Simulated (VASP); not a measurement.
Set up this calculation in VASP 6.6.1, as the native input.

```
Task                   : single point
Functional             : PBE
Potentials or basis    : VASP PAW PBE potentials, release 64 (Ti_sv)
Cutoff                 : 520 eV
k mesh                 : 20 × 20 × 20
Occupations            : gaussian, width 0.15 eV
Spin                   : no spin polarisation
Dipole correction      : no
Further INCAR settings : ALGO = Fast; EDIFF = 1e-06; NBANDS = 12
```

The structure of Ti lies in POSCAR:

```
Ti
1.0
   -1.8066566543      1.8066566543      1.8717613986
    1.8066566543     -1.8066566543      1.8717613986
    1.4485805607      1.4485805607     -1.8717613986
Ti
1
Direct
    0.0000000000      0.0000000000      0.0000000000
```

This cell differs from its parent crystal: engineering shear strain xy -0.2200, normal strain along z +0.1500.

One way to write it, as run:

INCAR

```
  PREC = Accurate
  ENCUT = 520
  EDIFF = 1E-6
  ISMEAR = 0
  SIGMA = 0.15
  LREAL = False
  LASPH = True
  NELM = 100
  ALGO = Fast
  ISIF = 2
  LWAVE = False
  LCHARG = False
  GGA = PE
  NBANDS = 12
```

KPOINTS

```
regular mesh
0
Gamma
  20 20 20
```

Potentials or basis: VASP PAW PBE potentials, release 64 (Ti_sv).

Launch:

```sh
$ cat potpaw_PBE.64/Ti_sv/POTCAR > POTCAR
$ mpirun -np 1 vasp_std > vasp.out
```

Results of the run:

The pressure is -10.9 GPa and the band gap on the k mesh is zero (bands 6 and 7 overlap by 1.23 eV).

Caveat: the cell differs from its parent crystal (engineering shear strain xy -0.2200, normal strain along z +0.1500); the cell stands under tension.

It took 11 min on 1 thread of Intel Xeon 8259CL, on a shared host, peak memory 0.36 GiB.
